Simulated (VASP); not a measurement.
Co:

```xyz
2
Lattice="2.5361 0.0000 0.0000 -1.2681 2.1964 0.0000 0.0000 0.0000 4.1430" Properties=species:S:1:pos:R:3 pbc="T T T"
Co    0.0000    1.4642    3.0664
Co    1.2681    0.7321    1.0766
```

Base run:

```yaml
Program: VASP 6.6.1
Functional: r2SCAN
Potentials_or_basis: VASP PAW PBE potentials, release 64 (Co_sv)
Cutoff: 660 eV
k_mesh: 12 × 12 × 7
Occupations: fermi-dirac, width 0.05 eV
Spin: collinear spin, ferromagnetic start
Starting_moments: "[2.0, 2.0] μB"
```

Its results: pressure -16.5 GPa; net moment 3.61 μB per cell; site moments Co +1.96 μB; largest force 0.021 eV/Å.

Q: The run is repeated on the same cell with these changes: functional from r2SCAN to LDA; potentials or basis from VASP PAW PBE potentials, release 64 (Co_sv) to VASP PAW LDA potentials, release 64 (Co_sv); cutoff from 660 eV to 600 eV. What comes out?

A: Pressure -29.9 GPa; net moment 3.24 μB per cell; site moments Co +1.66 μB; largest force 0.244 eV/Å.

Caveats: the cell stands under tension; the PAW data sets were made with another functional, which shifts forces and pressure a little (at least some runs).
